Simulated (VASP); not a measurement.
# Mo in VASP: further runs

The runs below take Mo through single point, with PBE.

All numbers are computed with VASP 6.6.1; they aren't measurements. Logs are shortened: lines on timing, memory, paths and dates and some standing lists are left out, and cuts for length are marked.

**1. The cell of the first run**

It takes space group Cmmm (No. 65, orthorhombic). Conventional cell: a = 2.692 Å, b = 4.763 Å, c = 2.577 Å, α = 90.00°, β = 90.00°, γ = 90.00°. Within 3.4 Å of Mo (site symmetry mmm) lie 8 Mo at 2.58 to 2.74 Å.

**2. Single point, PBE (strained)**

INCAR

```
PREC = Accurate
ENCUT = 520
EDIFF = 1E-7
ISMEAR = 0
SIGMA = 0.1
LREAL = F
LASPH = T
NELM = 100
ALGO = Normal
ISIF = 2
LWAVE = F
LCHARG = F
GGA = PE
NBANDS = 13
```

KPOINTS

```
regular mesh
0
Gamma
  16 16 14
```

POSCAR

```
Mo
1.0
    2.7354009768     -0.0252487610      0.0000000000
   -1.3895665568      2.3562973468      0.0000000000
    0.0000000000      0.0000000000      2.5772574612
Mo
1
Direct
    0.0000000000      0.0000000000      0.5000000000
```

Potentials or basis: VASP PAW PBE potentials, release 64 (Mo_sv).

On the command line:

```sh
$ cat potpaw_PBE.64/Mo_sv/POTCAR > POTCAR
$ mpirun -np 1 vasp_std > vasp.out
```

OUTCAR:

```text
PREC = Accurate
   ENCUT = 520
   EDIFF = 1E-7
   ISMEAR = 0
   LREAL = F
   LASPH = T
   NELM = 100
   ISIF = 2
   GGA = PE

 ion  position               nearest neighbor table
   1  0.000  0.000  0.500-

  LATTYP: Found a base centered orthorhombic cell.
 ALAT       =     2.6916645028
 B/A-ratio  =     1.7695740769
 C/A-ratio  =     0.9574958018

  Lattice vectors:

 A1 = (   2.7354009768,  -0.0252487610,   0.0000000000)
 A2 = (  -1.3895665568,   2.3562973468,   0.0000000000)
 A3 = (   0.0000000000,   0.0000000000,   2.5772574612)

Analysis of symmetry for initial positions (statically):
=====================================================================
 Subroutine PRICEL returns:
 Original cell was already a primitive cell.

 Routine SETGRP: Setting up the symmetry group for a
 base centered orthorhombic supercell.

 Subroutine GETGRP returns: Found  8 space group operations
 (whereof  8 operations were pure point group operations)
 out of a pool of  8 trial point group operations.

The static configuration has the point symmetry D_2h.

Analysis of symmetry for dynamics (positions and initial velocities):
=====================================================================
 Subroutine PRICEL returns:
 Original cell was already a primitive cell.

 Routine SETGRP: Setting up the symmetry group for a
 base centered orthorhombic supercell.

 Subroutine GETGRP returns: Found  8 space group operations
 (whereof  8 operations were pure point group operations)
 out of a pool of  8 trial point group operations.

The dynamic configuration has the point symmetry D_2h.

 Subroutine INISYM returns: Found  8 space group operations
 (whereof  8 operations are pure point group operations),
 and found     1 'primitive' translations

----------------------------------------------------------------------------------------

                                     Primitive cell

  volume of cell :      16.5211

  direct lattice vectors                    reciprocal lattice vectors
     2.735400977 -0.025248761  0.000000000     0.367577981  0.216769785  0.000000000
    -1.389566557  2.356297347  0.000000000     0.003938760  0.426717439  0.000000000
     0.000000000  0.000000000  2.577257461     0.000000000  0.000000000  0.388009353

  length of vectors
     2.735517502  2.735513188  2.577257461     0.426734943  0.426735616  0.388009353

  position of ions in fractional coordinates (direct lattice)
     0.000000000  0.000000000  0.500000000

  ion indices of the primitive-cell ions
   primitive index   ion index
                 1           1

----------------------------------------------------------------------------------------

 KPOINTS: regular mesh

Automatic generation of k-mesh.
 Grid dimensions read from file:
 generate k-points for:   16   16   14

 Generating k-lattice:

  Cartesian coordinates                     Fractional coordinates (reciprocal lattice)
     0.022973624  0.013548112  0.000000000     0.062500000  0.000000000  0.000000000
     0.000246172  0.026669840  0.000000000    -0.000000000  0.062500000  0.000000000
     0.000000000  0.000000000  0.027714954     0.000000000  0.000000000  0.071428571

  Length of vectors
     0.026670934  0.026670976  0.027714954

  Shift w.r.t. Gamma in fractional coordinates (k-lattice)
     0.000000000  0.000000000  0.000000000

 Subroutine IBZKPT returns following result:
 ===========================================

 Found    584 irreducible k-points:

 Following reciprocal coordinates:
            Coordinates               Weight
  0.000000  0.000000  0.000000      1.000000
  0.062500 -0.000000  0.000000      4.000000
  0.125000 -0.000000  0.000000      4.000000
  0.187500  0.000000  0.000000      4.000000
  0.250000 -0.000000  0.000000      4.000000
  0.312500  0.000000  0.000000      4.000000
[... 16 lines left out ...]
 -0.125000  0.062500  0.000000      4.000000
 -0.062500  0.062500  0.000000      2.000000
 [... further k-points ...]
   k-points           NKPTS =    584   k-points in BZ     NKDIM =    584   number of bands    NBANDS=     13
   number of dos      NEDOS =    301   number of ions     NIONS =      1
   total plane-waves  NPLWV =   8000
   dimension x,y,z NGX =    20 NGY =   20 NGZ =   20
   dimension x,y,z NGXF=    40 NGYF=   40 NGZF=   40
   ions per type =               1
   NGX,Y,Z   is equivalent  to a cutoff of  12.15, 12.15, 12.90 a.u.
   NGXF,Y,Z  is equivalent  to a cutoff of  24.31, 24.31, 25.80 a.u.
 SYSTEM =  unknown system
   PREC   = accura    normal or accurate (medium, high low for compatibility)
   ISTART =      0    job   : 0-new  1-cont  2-samecut
   ICHARG =      2    charge: 1-file 2-atom 10-const
   ISPIN  =      1    spin polarized calculation?
   LNONCOLLINEAR =      F non collinear calculations
   LSORBIT =      F    spin-orbit coupling
   LASPH  =      T    aspherical Exc in radial PAW
   ENCUT  =  520.0 eV  38.22 Ry    6.18 a.u.   5.09  5.09  4.79*2*pi/ulx,y,z
   NELM   =    100;   NELMIN=  2; NELMDL= -5     # of ELM steps
   EDIFF  = 0.1E-06   stopping-criterion for ELM
   LREAL  =      F    real-space projection
   EDIFFG = 0.1E-05   stopping-criterion for IOM
   NSW    =      0    number of steps for IOM
   IBRION =     -1    ionic relax: 0-MD 1-quasi-New 2-CG
   NFREE  =      0    steps in history (QN), initial steepest desc. (CG)
   ISIF   =      2    stress and relaxation
   ISYM   =      2    0-nonsym 1-usesym 2-fastsym
   POTIM  = 0.5000    time-step for ionic-motion
   TEBEG  =    0.0;   TEEND  =   0.0 temperature during run
   PSTRESS=    0.0 pullay stress
   NELECT =      14.0000    total number of electrons
   NUPDOWN=      -1.0000    fix difference up-down
   EMIN   =  10.00;   EMAX   =-10.00  energy-range for DOS
   EFERMI =   0.00;   METHOD = LEGACY
   ISMEAR =     0;   SIGMA  =   0.10  broadening in eV -4-tet -1-fermi 0-gaus
   EFERMI_NEDOS =   21; number of points for ismear=-14 and -15
   IALGO  =     38    algorithm
   IMIX   =      4    mixing-type and parameters
     AMIX     =   0.40;   BMIX     =  1.00
     AMIX_MAG =   1.60;   BMIX_MAG =  1.00
  volume/ion in A,a.u.               =      16.52       111.49
  Fermi-wavevector in a.u.,A,eV,Ry     =   1.549190  2.927545 32.653845  2.399990
  Thomas-Fermi vector in A             =   2.654033
   LORBIT       =      0    0 simple, 1 ext, 2 COOP (PROOUT), +10 PAW based schemes
   GGA     = PE    functional components
   LHFCALC =     F    Hartree Fock is set to
   AEXX    =    0.0000 exact exchange contribution
   IVDW    =     0    specifies the selected vdW correction
   LEPSILON=     F    determine dielectric tensor
   LRPA    =     F    only Hartree local field effects (RPA)
 non-spin polarized calculation
 Gauss-broadening in eV      SIGMA  =   0.10
  energy-cutoff  :      520.00
  volume of cell :       16.52
 maximum number of plane-waves:       455
   NGX = 11   NGY = 11   NGZ =  9

 number of electron      14.0000000 magnetization

 Free energy of the ion-electron system (eV)
  ---------------------------------------------------
  ext. energy  EPLUGINS =         0.00000000
  ---------------------------------------------------
  free energy    TOTEN  =       -10.04403276 eV

  energy without entropy =      -10.03877816  energy(sigma->0) =      -10.04140546

 E-fermi :  11.6769     XC(G=0): -12.9850

 val. band max:       11.6756291756   @ k =   0.2500   0.0625   0.3571
 cond. band min:      11.6772327919   @ k =  -0.3125   0.0625   0.3571
 fundamental gap:      0.0016036163
 Fermi energy:        11.6769359168

 k-point     1 :       0.0000    0.0000    0.0000
  band No.  band energies     occupation
      1     -49.4247      2.00000
      2     -22.7014      2.00000
      3     -22.7004      2.00000
      4     -22.6499      2.00000
      5       4.8214      2.00000
      6       7.2977      2.00000
      7      10.4767      2.00000
      8      10.9550      2.00000
      9      15.6433      0.00000
     10      15.7358      0.00000
     11      24.7145      0.00000
     12      27.0553      0.00000
     13      32.2139      0.00000

 k-point     2 :       0.0625   -0.0000    0.0000
  band No.  band energies     occupation
      1     -49.4155      2.00000
      2     -22.7345      2.00000
      3     -22.6939      2.00000
      4     -22.6903      2.00000
      5       4.9783      2.00000
      6       7.3694      2.00000
      7      10.5089      2.00000
      8      10.9037      2.00000
      9      15.5212      0.00000
     10      15.6466      0.00000
     11      25.0858      0.00000
     12      27.3808      0.00000
     13      31.5289      0.00000

 k-point     3 :       0.1250   -0.0000    0.0000
  band No.  band energies     occupation
      1     -49.3892      2.00000
      2     -22.8919      2.00000
      3     -22.7402      2.00000
      4     -22.6755      2.00000
      5       5.4160      2.00000
      6       7.5754      2.00000
      7      10.2396      2.00000
      8      11.2015      2.00000
      9      15.0549      0.00000
     10      15.5530      0.00000
     11      26.0610      0.00000
     12      28.2741      0.00000
     13      29.8781      0.00000
[... 305 lines left out ...]
 k-point    23 :      -0.1250    0.0625    0.0000
  band No.  band energies     occupation
      1     -49.3993      2.00000
      2     -22.8538      2.00000
      3     -22.7019      2.00000
      4     -22.6826      2.00000
      5       5.2678      2.00000
      6       7.5014      2.00000
      7      10.1587      2.00000
      8      11.2887      2.00000
      9      15.1803      0.00000
     10      15.6226      0.00000
     11      25.6807      0.00000
     12      27.9683      0.00000
     13      30.1906      0.00000

 k-point    24 :      -0.0625    0.0625    0.0000
  band No.  band energies     occupation
      1     -49.4163      2.00000
      2     -22.7581      2.00000
      3     -22.6945      2.00000
      4     -22.6617      2.00000
      5       4.9732      2.00000
      6       7.3648      2.00000
      7      10.3391      2.00000
      8      11.0925      2.00000
      9      15.4694      0.00000
     10      15.7097      0.00000
     11      25.0441      0.00000
     12      27.3681      0.00000
     13      31.3027      0.00000

 [... further k-points ...]
[... 5 lines left out ...]
  --------------------------------------------------------------------------------------
  -------------------------------------------------------------------------------------
  Total        0.9880253      0.9274438     -0.5280077     -0.0524617      0.0000000      0.0000000
  in kB       95.8164892     89.9414234    -51.2050073     -5.0876146      0.0000000      0.0000000
  external PRESSURE =      44.8509684 kB  Pullay stress =       0.0000000 kB

 VOLUME and BASIS-vectors are now :
 -----------------------------------------------------------------------------
  energy-cutoff  :      520.00
  volume of cell :       16.52
      direct lattice vectors                 reciprocal lattice vectors
     2.735400977 -0.025248761  0.000000000     0.367577981  0.216769785  0.000000000
    -1.389566557  2.356297347  0.000000000     0.003938760  0.426717439  0.000000000
     0.000000000  0.000000000  2.577257461     0.000000000  0.000000000  0.388009353

 POSITION                                       TOTAL-FORCE (eV/Angst)
 -----------------------------------------------------------------------------------
      0.00000      0.00000      1.28863         0.000000      0.000000      0.000000
 -----------------------------------------------------------------------------------
    total drift:                                0.000000      0.000000     -0.000000

  FREE ENERGIE OF THE ION-ELECTRON SYSTEM (eV)
  ---------------------------------------------------
  free  energy   TOTEN  =       -10.0440327555 eV

  energy  without entropy=      -10.0387781598  energy(sigma->0) =      -10.04140546
```

Run time: 1.9 min. Hardware: 1 thread of Intel Xeon 8259CL, shared host; peak memory 0.22 GiB.

What came out:

```
Free energy            : -10.0440 eV
Pressure               : 4.5 GPa
Band gap on the k mesh : zero (band 7 reaches 12.60 eV, above the bottom of band 8 at 10.86 eV)
```

Caveat: the cell differs from its parent crystal (strained).

**3. Single point, PBE (strained)**

INCAR

```
SYSTEM = Mo
PREC = Accurate ; ENCUT = 520
EDIFF = 1E-6 ; ISMEAR = 0
SIGMA = 0.1 ; LREAL = .FALSE.
LASPH = .TRUE. ; NELM = 100
ALGO = Fast ; ISIF = 2
LWAVE = .FALSE. ; LCHARG = .TRUE.
GGA = PE ; LELF = .TRUE.
LVHAR = .TRUE. ; NBANDS = 13
```

KPOINTS

```
Automatic mesh
0
G
  16 16 14
  0 0 0
```

POSCAR

```
Mo
1.0
    2.7819867188      0.0000000000     -0.0114344335
   -1.3909933594      2.4367518209      0.0057172167
   -0.0106806553      0.0000000000      2.6456085450
Mo
1
Direct
    0.0000000000      0.0000000000      0.5000000000
```

Potentials or basis: VASP PAW PBE potentials, release 64 (Mo_sv).

On the command line:

```sh
$ cat potpaw_PBE.64/Mo_sv/POTCAR > POTCAR
$ mpirun -np 1 vasp_std > vasp.out
```

Wall time 3.4 min (1 thread of Intel Xeon 8259CL, shared host); peak memory 0.31 GiB.

Results (log left out):

| Quantity | Value |
| --- | --- |
| Free energy | -10.0114 eV |
| Pressure | -11.2 GPa |
| Band gap on the k mesh | zero (band 7 reaches 11.23 eV, above the bottom of band 8 at 9.73 eV) |

Stress tensor (GPa, compression positive):
```
 -8.26   0.00  -0.65
  0.00  -7.57   0.00
 -0.65   0.00 -17.69
```

Levels at points of the mesh, in eV from the Fermi level:
```
           k point  band 4  band 5  band 6  band 7  band 8  band 9  band 10  band 11
(0.00, 0.00, 0.00)  -34.49   -6.56   -3.95   -0.93   -0.70    3.55     3.59    12.97
(0.50, 0.00, 0.00)  -34.41   -4.54   -2.88    0.72    0.92    2.94     3.98     9.29
(0.00, 0.50, 0.00)  -34.41   -4.53   -2.92    0.73    0.81    3.01     3.94     9.13
(0.00, 0.00, 0.50)  -34.38   -3.69   -0.25   -0.17   -0.03    0.78     0.85     8.70
(0.50, 0.00, 0.50)  -34.65   -4.78   -3.20   -0.36    4.25    5.23     6.03     6.61
(0.00, 0.50, 0.50)  -34.61   -4.78   -3.21   -0.24    4.21    5.19     5.96     6.46
```

Caveat: the cell differs from its parent crystal (strained).
